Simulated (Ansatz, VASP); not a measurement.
Two plane-wave programs on Ge

```
Ge
1.0
     3.99551    0.00000    0.00000
    -1.99776    3.46021    0.00000
     0.00000    0.00000    6.60161
Ge
4
Direct
  0.33333 0.66667 0.06297
  0.66667 0.33333 0.56297
  0.66667 0.33333 0.93703
  0.33333 0.66667 0.43703
```

Alike in both runs: functional r2SCAN; k mesh 10 × 10 × 6; occupations gaussian, width 0.01 eV; no spin polarisation.

Ansatz relaxed the structure, and its values are those at the end. VASP's run is a single point on that final structure, the one shown.

|  | VASP | Ansatz |
| --- | --- | --- |
| version | VASP 6.6.1 | Ansatz 0.2.0 |
| potentials or method | VASP PAW PBE potentials, release 64 (Ge_d) | scalar-relativistic, plane waves, PAW |
| plane-wave cutoff (eV) | 520 | 500 |
| valence electrons in the cell | 56 | 56 |

|  | VASP | Ansatz | Ansatz less VASP |
| --- | --- | --- | --- |
| gap on the k mesh at the Fermi level (eV) | 0.08 | 0.10 | +0.021 |
| least direct gap on the mesh (eV) | 0.08 | 0.10 | +0.021 |
| pressure (GPa) | 0.1 | 0.0 | -0.06 |

VASP's potentials were made for PBE, not for r2SCAN. The functional is the same, so the differences come from potentials, cutoffs and numerics.
